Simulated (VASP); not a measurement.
# La3Hf: single point with PBEsol

The system is La3Hf.

```xyz
4
Lattice="5.0451 0.0000 0.0000 0.0000 5.0451 0.0000 0.0000 0.0000 5.0451" Properties=species:S:1:pos:R:3 pbc="T T T"
Hf    0.0000    0.0000    0.0000
La    2.5226    2.5226    0.0000
La    2.5226    0.0000    2.5226
La    0.0000    2.5226    2.5226
```

* Program: VASP 6.6.1
* Task: single point
* Functional: PBEsol
* Potentials or basis: VASP PAW PBE potentials, release 64 (Hf_pv, La)
* Cutoff: 520 eV
* k mesh: 6 × 6 × 6
* Occupations: gaussian, width 0.05 eV
* Spin: no spin polarisation
* Dipole correction: no
* Further INCAR settings: ALGO = Fast; EDIFF = 1e-06; NBANDS = 30

```json
{"Pressure": "-2.5 GPa", "Band gap on the k mesh": "zero (an odd number of electrons rules out a gap without spin polarisation)"}
```

Levels at points of the mesh, in eV from the Fermi level:
| k point | band 18 | band 19 | band 20 | band 21 | band 22 | band 23 | band 24 | band 25 | band 26 | band 27 |
| --- | --- | --- | --- | --- | --- | --- | --- | --- | --- | --- |
| (0.00, 0.00, 0.00) | -2.08 | -2.08 | -1.62 | -1.62 | -1.62 | 1.45 | 1.71 | 1.86 | 1.88 | 2.13 |
| (0.50, 0.00, 0.00) | -1.15 | -0.78 | -0.68 | -0.51 | 0.08 | 0.08 | 0.41 | 0.41 | 0.58 | 1.38 |
| (0.50, 0.50, 0.00) | -0.59 | -0.55 | -0.35 | 0.09 | 0.15 | 0.15 | 0.28 | 0.28 | 0.38 | 0.72 |
| (0.50, 0.50, 0.50) | -1.75 | -1.75 | 0.98 | 1.11 | 1.27 | 1.44 | 1.48 | 1.49 | 1.51 | 1.86 |

Run time: 4.3 min on 1 thread of Intel(R) Xeon(R) Platinum 8559C (Emerald Rapids), with other jobs on the host, peak memory 0.3 GiB.

Caveat: the PAW data sets were made with another functional, which shifts forces and pressure a little; spin-orbit coupling is left out, which moves the levels of the heavy elements.
